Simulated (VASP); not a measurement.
# Mo (Im-3m) in VASP: further runs

Runs on Mo. Level: PBEsol. Tasks: single point.

Everything below comes from runs of VASP 6.6.1. Logs are shortened: lines on timing, memory, paths and dates and some standing lists are left out, and cuts for length are marked.

### 1 The cell of the first run

The structure is cubic, space group Im-3m (No. 229). The conventional cell has a = 3.129 Å, b = 3.129 Å, c = 3.129 Å, α = 90.00°, β = 90.00°, γ = 90.00°. Within 3.6 Å of Mo (site symmetry m-3m) lie 14 Mo at 2.71 to 3.13 Å.

### 2 Single point, PBEsol

Contents of INCAR:

```
SYSTEM = Mo
PREC = Accurate
ENCUT = 520
EDIFF = 1E-6
ISMEAR = 0
SIGMA = 0.1
LREAL = .FALSE.
LASPH = .TRUE.
NELM = 80
ALGO = Normal
ISIF = 2
LWAVE = .FALSE.
LCHARG = .FALSE.
GGA = PS
NBANDS = 13
```

Contents of KPOINTS:

```
Automatic mesh
0
G
  18 18 18
  0 0 0
```

Contents of POSCAR:

```
Mo
1.0
   -1.5646440655      1.5646440655      1.5646440655
    1.5646440655     -1.5646440655      1.5646440655
    1.5646440655      1.5646440655     -1.5646440655
Mo
1
Direct
    0.0000000000      0.0000000000      0.0000000000
```

Potentials or basis: VASP PAW PBE potentials, release 64 (Mo_sv).

Run with:

```bash
> cat potpaw_PBE.64/Mo_sv/POTCAR > POTCAR
> mpirun -np 1 vasp_std > vasp.out
```

OUTCAR:

```text
SYSTEM = Mo
   PREC = Accurate
   ENCUT = 520
   EDIFF = 1E-6
   ISMEAR = 0
   LREAL = .FALSE.
   LASPH = .TRUE.
   NELM = 80
   ISIF = 2
   GGA = PS

 ion  position               nearest neighbor table
   1  0.000  0.000  0.000-

  LATTYP: Found a body centered cubic cell.
 ALAT       =     3.1292881310

  Lattice vectors:

 A1 = (  -1.5646440655,   1.5646440655,   1.5646440655)
 A2 = (   1.5646440655,  -1.5646440655,   1.5646440655)
 A3 = (   1.5646440655,   1.5646440655,  -1.5646440655)

Analysis of symmetry for initial positions (statically):
=====================================================================
 Subroutine PRICEL returns:
 Original cell was already a primitive cell.

 Routine SETGRP: Setting up the symmetry group for a
 body centered cubic supercell.

 Subroutine GETGRP returns: Found 48 space group operations
 (whereof 48 operations were pure point group operations)
 out of a pool of 48 trial point group operations.

The static configuration has the point symmetry O_h .

Analysis of symmetry for dynamics (positions and initial velocities):
=====================================================================
 Subroutine PRICEL returns:
 Original cell was already a primitive cell.

 Routine SETGRP: Setting up the symmetry group for a
 body centered cubic supercell.

 Subroutine GETGRP returns: Found 48 space group operations
 (whereof 48 operations were pure point group operations)
 out of a pool of 48 trial point group operations.

The dynamic configuration has the point symmetry O_h .

 Subroutine INISYM returns: Found 48 space group operations
 (whereof 48 operations are pure point group operations),
 and found     1 'primitive' translations

----------------------------------------------------------------------------------------

                                     Primitive cell

  volume of cell :      15.3217

  direct lattice vectors                    reciprocal lattice vectors
    -1.564644066  1.564644066  1.564644066     0.000000000  0.319561497  0.319561497
     1.564644066 -1.564644066  1.564644066     0.319561497  0.000000000  0.319561497
     1.564644066  1.564644066 -1.564644066     0.319561497  0.319561497  0.000000000

  length of vectors
     2.710043017  2.710043017  2.710043017     0.451928203  0.451928203  0.451928203

  position of ions in fractional coordinates (direct lattice)
     0.000000000  0.000000000  0.000000000

  ion indices of the primitive-cell ions
   primitive index   ion index
                 1           1

----------------------------------------------------------------------------------------

 KPOINTS: Automatic mesh

Automatic generation of k-mesh.
 Grid dimensions read from file:
 generate k-points for:   18   18   18

 Generating k-lattice:

  Cartesian coordinates                     Fractional coordinates (reciprocal lattice)
     0.000000000  0.017753417  0.017753417     0.055555556  0.000000000  0.000000000
     0.017753417  0.000000000  0.017753417     0.000000000  0.055555556  0.000000000
     0.017753417  0.017753417  0.000000000     0.000000000  0.000000000  0.055555556

  Length of vectors
     0.025107122  0.025107122  0.025107122

  Shift w.r.t. Gamma in fractional coordinates (k-lattice)
     0.000000000  0.000000000  0.000000000

 Subroutine IBZKPT returns following result:
 ===========================================

 Found    195 irreducible k-points:

 Following reciprocal coordinates:
            Coordinates               Weight
  0.000000  0.000000  0.000000      1.000000
  0.055556  0.000000  0.000000     12.000000
  0.111111  0.000000  0.000000     12.000000
  0.166667  0.000000  0.000000     12.000000
  0.222222  0.000000  0.000000     12.000000
  0.277778  0.000000  0.000000     12.000000
[... 16 lines left out ...]
  0.333333  0.111111  0.000000     48.000000
  0.388889  0.111111  0.000000     48.000000
 [... further k-points ...]
   k-points           NKPTS =    195   k-points in BZ     NKDIM =    195   number of bands    NBANDS=     13
   number of dos      NEDOS =    301   number of ions     NIONS =      1
   total plane-waves  NPLWV =   8000
   dimension x,y,z NGX =    20 NGY =   20 NGZ =   20
   dimension x,y,z NGXF=    40 NGYF=   40 NGZF=   40
   ions per type =               1
   NGX,Y,Z   is equivalent  to a cutoff of  12.27, 12.27, 12.27 a.u.
   NGXF,Y,Z  is equivalent  to a cutoff of  24.54, 24.54, 24.54 a.u.
 SYSTEM =  Mo
   PREC   = accura    normal or accurate (medium, high low for compatibility)
   ISTART =      0    job   : 0-new  1-cont  2-samecut
   ICHARG =      2    charge: 1-file 2-atom 10-const
   ISPIN  =      1    spin polarized calculation?
   LNONCOLLINEAR =      F non collinear calculations
   LSORBIT =      F    spin-orbit coupling
   LASPH  =      T    aspherical Exc in radial PAW
   ENCUT  =  520.0 eV  38.22 Ry    6.18 a.u.   5.04  5.04  5.04*2*pi/ulx,y,z
   NELM   =     80;   NELMIN=  2; NELMDL= -5     # of ELM steps
   EDIFF  = 0.1E-05   stopping-criterion for ELM
   LREAL  =      F    real-space projection
   EDIFFG = 0.1E-04   stopping-criterion for IOM
   NSW    =      0    number of steps for IOM
   IBRION =     -1    ionic relax: 0-MD 1-quasi-New 2-CG
   NFREE  =      0    steps in history (QN), initial steepest desc. (CG)
   ISIF   =      2    stress and relaxation
   ISYM   =      2    0-nonsym 1-usesym 2-fastsym
   POTIM  = 0.5000    time-step for ionic-motion
   TEBEG  =    0.0;   TEEND  =   0.0 temperature during run
   PSTRESS=    0.0 pullay stress
   NELECT =      14.0000    total number of electrons
   NUPDOWN=      -1.0000    fix difference up-down
   EMIN   =  10.00;   EMAX   =-10.00  energy-range for DOS
   EFERMI =   0.00;   METHOD = LEGACY
   ISMEAR =     0;   SIGMA  =   0.10  broadening in eV -4-tet -1-fermi 0-gaus
   EFERMI_NEDOS =   21; number of points for ismear=-14 and -15
   IALGO  =     38    algorithm
   IMIX   =      4    mixing-type and parameters
     AMIX     =   0.40;   BMIX     =  1.00
     AMIX_MAG =   1.60;   BMIX_MAG =  1.00
  volume/ion in A,a.u.               =      15.32       103.40
  Fermi-wavevector in a.u.,A,eV,Ry     =   1.588603  3.002024 34.336458  2.523658
  Thomas-Fermi vector in A             =   2.687581
   LORBIT       =      0    0 simple, 1 ext, 2 COOP (PROOUT), +10 PAW based schemes
   GGA     = PS    functional components
   LHFCALC =     F    Hartree Fock is set to
   AEXX    =    0.0000 exact exchange contribution
   IVDW    =     0    specifies the selected vdW correction
   LEPSILON=     F    determine dielectric tensor
   LRPA    =     F    only Hartree local field effects (RPA)
 non-spin polarized calculation
 Gauss-broadening in eV      SIGMA  =   0.10
  energy-cutoff  :      520.00
  volume of cell :       15.32
 maximum number of plane-waves:       426
   NGX =  9   NGY =  9   NGZ =  9

 number of electron      13.9999998 magnetization

 Free energy of the ion-electron system (eV)
  ---------------------------------------------------
  ext. energy  EPLUGINS =         0.00000000
  ---------------------------------------------------
  free energy    TOTEN  =       -11.77798916 eV

  energy without entropy =      -11.77567618  energy(sigma->0) =      -11.77683267

 E-fermi :  12.8090     XC(G=0): -13.6421

 val. band max:       12.8075439967   @ k =  -0.3889   0.4444   0.2778
 cond. band min:      12.8134575114   @ k =   0.3889   0.1111   0.0000
 fundamental gap:      0.0059135147
 Fermi energy:        12.8089807044

 k-point     1 :       0.0000    0.0000    0.0000
  band No.  band energies     occupation
      1     -48.4072      2.00000
      2     -21.6464      2.00000
      3     -21.6464      2.00000
      4     -21.6464      2.00000
      5       5.4389      2.00000
      6      11.3838      2.00000
      7      11.3838      2.00000
      8      11.3838      2.00000
      9      14.4736      0.00000
     10      14.4736      0.00000
     11      27.6268      0.00000
     12      27.6268      0.00000
     13      27.6268      0.00000

 k-point     2 :       0.0556    0.0000    0.0000
  band No.  band energies     occupation
      1     -48.3987      2.00000
      2     -21.6951      2.00000
      3     -21.6613      2.00000
      4     -21.6468      2.00000
      5       5.5797      2.00000
      6      11.3032      2.00000
      7      11.3708      2.00000
      8      11.5161      2.00000
      9      14.3522      0.00000
     10      14.4753      0.00000
     11      27.7354      0.00000
     12      27.8643      0.00000
     13      27.9165      0.00000

 k-point     3 :       0.1111    0.0000    0.0000
  band No.  band energies     occupation
      1     -48.3742      2.00000
      2     -21.8341      2.00000
      3     -21.7041      2.00000
      4     -21.6479      2.00000
      5       5.9809      2.00000
      6      11.0797      2.00000
      7      11.3134      2.00000
      8      11.9077      2.00000
      9      14.0864      0.00000
     10      14.4860      0.00000
     11      27.9979      0.00000
     12      28.5563      0.00000
     13      28.6417      0.00000
[... 305 lines left out ...]
 k-point    23 :       0.3333    0.1111    0.0000
  band No.  band energies     occupation
      1     -48.1421      2.00000
      2     -22.9517      2.00000
      3     -22.1162      2.00000
      4     -21.7228      2.00000
      5       7.8882      2.00000
      6       9.5759      2.00000
      7      12.1679      2.00000
      8      14.2655      0.00000
      9      15.3026      0.00000
     10      17.4529      0.00000
     11      25.6327      0.00000
     12      26.4167      0.00000
     13      30.9554      0.00000

 k-point    24 :       0.3889    0.1111    0.0000
  band No.  band energies     occupation
      1     -48.1180      2.00000
      2     -23.0558      2.00000
      3     -22.1659      2.00000
      4     -21.7250      2.00000
      5       7.7423      2.00000
      6       9.4456      2.00000
      7      12.8135      0.94952
      8      14.3898      0.00000
      9      15.5680      0.00000
     10      18.3559      0.00000
     11      24.7545      0.00000
     12      25.6564      0.00000
     13      30.0150      0.00000

 [... further k-points ...]
[... 5 lines left out ...]
  --------------------------------------------------------------------------------------
  -------------------------------------------------------------------------------------
  Total        0.0538157      0.0538157      0.0538157      0.0000000     -0.0000000      0.0000000
  in kB        5.6274628      5.6274628      5.6274628      0.0000000     -0.0000000      0.0000000
  external PRESSURE =       5.6274628 kB  Pullay stress =       0.0000000 kB

 VOLUME and BASIS-vectors are now :
 -----------------------------------------------------------------------------
  energy-cutoff  :      520.00
  volume of cell :       15.32
      direct lattice vectors                 reciprocal lattice vectors
    -1.564644066  1.564644066  1.564644066     0.000000000  0.319561497  0.319561497
     1.564644066 -1.564644066  1.564644066     0.319561497  0.000000000  0.319561497
     1.564644066  1.564644066 -1.564644066     0.319561497  0.319561497  0.000000000

 POSITION                                       TOTAL-FORCE (eV/Angst)
 -----------------------------------------------------------------------------------
      0.00000      0.00000      0.00000         0.000000      0.000000      0.000000
 -----------------------------------------------------------------------------------
    total drift:                                0.000000      0.000000      0.000000

  FREE ENERGIE OF THE ION-ELECTRON SYSTEM (eV)
  ---------------------------------------------------
  free  energy   TOTEN  =       -11.7779891575 eV

  energy  without entropy=      -11.7756761770  energy(sigma->0) =      -11.77683267
```

Run time: 12 s. Hardware: 1 thread of Intel Xeon 6975P-C (Granite Rapids), shared host; peak memory 0.14 GiB.

Results:

```yaml
Free_energy: -11.7780 eV
Pressure: 0.6 GPa
Band_gap_on_the_k_mesh: zero (band 7 reaches 16.92 eV, above the bottom of band 8 at 11.38 eV)
```

Caveat: the PAW data sets were made with another functional, which shifts forces and pressure a little.

(Continued in part 2 of 2.)
